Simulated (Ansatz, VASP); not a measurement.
**NbB3 in VASP and in Ansatz**

```
Nb B
1.0
     3.31359    0.00000    0.00000
     0.00000    3.31359    0.00000
     0.00000    0.00000    3.31359
Nb B
1 3
Direct
  0.00000 0.00000 0.00000
  0.00000 0.50000 0.50000
  0.50000 0.00000 0.50000
  0.50000 0.50000 0.00000
```

Alike in both runs: task relaxation of cell and atoms; functional PBE; k mesh 14 × 14 × 14; occupations gaussian, width 0.1 eV; no spin polarisation.

```csv
,VASP,Ansatz
version,VASP 6.6.1,Ansatz 0.2.0
potentials or method,"VASP PAW PBE potentials, release 64 (Nb_sv, B), cutoff 600 eV","scalar-relativistic, plane waves, PAW"
valence electrons in the cell,22,22
```

VASP gave:

- gap on the k mesh at the Fermi level, each at its own relaxed structure (eV): none
- relaxed volume (Å³/atom): 9.10
- relaxed cell length with the largest relative difference (Å): 3.314

Problem. Estimate Ansatz's values.

Solution. gap on the k mesh at the Fermi level, each at its own relaxed structure (eV): none; relaxed volume (Å³/atom): 9.11; relaxed cell length with the largest relative difference (Å): 3.316.

A gap of «none» marks a metal or a gap that the smearing closes.

Noted on VASP's run: the relaxation stopped at its first step, so nothing moved.
